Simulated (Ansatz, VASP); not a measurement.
# One calculation of Ru, two programs

```
Ru
1.0
    -1.54114    1.54114    1.54114
     1.54114   -1.54114    1.54114
     1.54114    1.54114   -1.54114
Ru
1
Direct
  0.00000 0.00000 0.00000
```

Alike in both runs: functional PBE; k mesh 19 × 19 × 19; occupations fermi-dirac, width 0.05 eV; no spin polarisation.

Ansatz relaxed the structure, and its values are those at the end. VASP's run is a single point on that final structure, the one shown.

|  | VASP | Ansatz |
| --- | --- | --- |
| version | VASP 6.6.1 | Ansatz 0.2.0 |
| potentials or method | VASP PAW PBE potentials, release 64 (Ru_pv), cutoff 520 eV | all-electron LAPW, non-relativistic |

VASP gave:

- pressure (GPa): -7.5

Problem. Which values does Ansatz return?

Solution. Pressure (GPa): 0.0.

One of these differences is far larger than is usual between the two programs; its cause wasn't traced. Ansatz ran all-electron here, and VASP with PAW potentials.
